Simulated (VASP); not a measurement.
**Ga8N7 (a cell with a defect): relaxation of the atoms with PBE**

System: Ga8N7 (a cell with a defect).

```
CELL_PARAMETERS angstrom
0.00000 0.00000 5.24317
3.21837 5.57438 0.00000
-6.43674 0.00000 0.00000
ATOMIC_POSITIONS crystal
Ga 0.51378 0.16667 0.33333
Ga 0.49839 0.16580 0.83290
Ga 0.49839 0.66710 0.33420
Ga 0.49839 0.66710 0.83290
Ga 0.99429 0.32980 0.65960
Ga 0.99429 0.32980 0.17020
Ga 0.99948 0.83333 0.66667
Ga 0.99429 0.84040 0.17020
N 0.87548 0.16607 0.83304
N 0.87548 0.66696 0.33393
N 0.87548 0.66696 0.83304
N 0.37694 0.33214 0.66428
N 0.37694 0.33214 0.16786
N 0.37560 0.83333 0.66667
N 0.37694 0.83572 0.16786
```

This cell differs from its parent crystal: atoms taken out.

```json
{"Program": "VASP 6.6.1", "Task": "relaxation of the atoms", "Functional": "PBE", "Potentials or basis": "VASP PAW PBE potentials, release 64 (Ga_d, N)", "Cutoff": "520 eV", "k mesh": "3 × 3 × 3", "Occupations": "gaussian, width 0.01 eV", "Spin": "no spin polarisation", "Dipole correction": "no", "Charge": "1", "Further INCAR settings": "LREAL = Auto; ALGO = Normal; EDIFF = 1e-06; IBRION = 2; EDIFFG = -0.025; NSW = 65; NELECT = 138.0"}
```

```yaml
Energy_gained_by_relaxing: 10.9 meV/atom
Ionic_steps: 11
Largest_force_after_relaxing: 0.022 eV/Å
```

Forces on the atoms (eV/Å):
```
Ga   0.000  0.000  0.000
Ga   0.000 -0.008 -0.001
Ga  -0.007  0.004 -0.001
Ga   0.007  0.004 -0.001
Ga   0.000  0.000  0.016
Ga   0.000  0.000  0.016
Ga   0.000  0.000  0.011
Ga   0.000  0.000  0.016
N    0.000 -0.022 -0.001
N   -0.019  0.011 -0.001
N    0.019  0.011 -0.001
N   -0.003  0.002 -0.020
N    0.003  0.002 -0.020
N    0.000  0.000  0.008
N    0.000 -0.003 -0.020
```

The path:
```tsv
step	energy change (eV)	largest force (eV/Å)	pressure (GPa)
1	0.0000	0.9717	-11.15
2	-0.1296	0.3218	-10.25
3	-0.1345	0.3067	-10.00
4	-0.1549	0.1470	-9.65
5	-0.1558	0.1381	-9.55
6	-0.1589	0.1477	-9.47
7	-0.1592	0.1473	-9.44
8	-0.1613	0.1062	-9.42
9	-0.1630	0.0415	-9.35
10	-0.1631	0.0465	-9.33
11	-0.1635	0.0216	-9.29
```

Final structure:
```
Ga N
1.0
     0.00000    0.00000    5.24317
     3.21837    5.57438    0.00000
    -6.43674    0.00000    0.00000
Ga N
8 7
Direct
  0.48780 0.16667 0.33333
  0.49880 0.16347 0.83174
  0.49880 0.66826 0.33653
  0.49880 0.66826 0.83174
  0.00080 0.33520 0.67040
  0.00080 0.33520 0.16480
  0.00188 0.83333 0.66667
  0.00080 0.82960 0.16480
  0.87534 0.16575 0.83288
  0.87534 0.66712 0.33425
  0.87534 0.66712 0.83288
  0.37792 0.33302 0.66605
  0.37792 0.33302 0.16698
  0.37589 0.83333 0.66667
  0.37792 0.83395 0.16698
```

Levels at points of the mesh, in eV from the Fermi level:
| k point | band 66 | band 67 | band 68 | band 69 | band 70 | band 71 | band 72 | band 73 |
| --- | --- | --- | --- | --- | --- | --- | --- | --- |
| (0.00, 0.00, 0.00) | -1.52 | -1.25 | -0.78 | -0.78 | 2.14 | 2.63 | 3.46 | 3.46 |

It took 54 min on 1 thread of Oxide Virtual Turin-like Processor (shared host), peak memory 0.3 GiB.

Caveat: the cell carries a net charge on a neutralising background, which shifts energy and pressure; the cell differs from its parent crystal (atoms taken out); the cell is charged against a uniform background, so pressure and absolute levels hang on convention.
